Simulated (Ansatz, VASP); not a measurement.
## One calculation of Ta2N, two programs

```xyz
9
Lattice="5.4639 0.0000 0.0000 -2.7320 4.7319 0.0000 0.0000 0.0000 4.6875" Properties=species:S:1:pos:R:3 pbc="T T T"
Ta    1.8546    3.2122    3.5290
Ta   -0.8774    1.5197    3.5290
Ta    1.7548    0.0000    3.5290
Ta    0.8774    1.5197    1.1585
Ta   -1.8546    3.2122    1.1585
Ta    3.7091    0.0000    1.1585
N     2.7320    1.5773    2.3438
N     0.0000    3.1546    2.3438
N     0.0000    0.0000    0.0000
```

Alike in both runs: task single point; functional PBE; k mesh 9 × 9 × 8; occupations gaussian, width 0.15 eV; no spin polarisation.

|  | VASP | Ansatz |
| --- | --- | --- |
| version | VASP 6.6.1 | Ansatz 0.2.0 |
| potentials or method | VASP PAW PBE potentials, release 64 (Ta_pv, N), cutoff 520 eV | scalar-relativistic, plane waves, PAW |
| valence electrons in the cell | 81 | 93 |

|  | VASP | Ansatz | Ansatz less VASP |
| --- | --- | --- | --- |
| gap on the k mesh at the Fermi level (eV) | none | none | - |
| pressure (GPa) | 3.1 | 2.6 | -0.49 |
| traceless stress, the component that is largest in VASP (GPa) | 15.49 | 15.58 | +0.094 |
| rms of the force components (eV/Å) | 0.793 | 0.793 | -0.0006 |

Atom by atom the forces differ by 0.005 eV/Å (rms over components). A gap of «none» marks a metal or a gap that the smearing closes. The functional is the same, so the differences come from potentials, cutoffs and numerics. VASP's potentials hold 81 valence electrons a cell and Ansatz's 93, so a difference there can come from the potentials and not from the codes.

Spin-orbit coupling is off throughout.
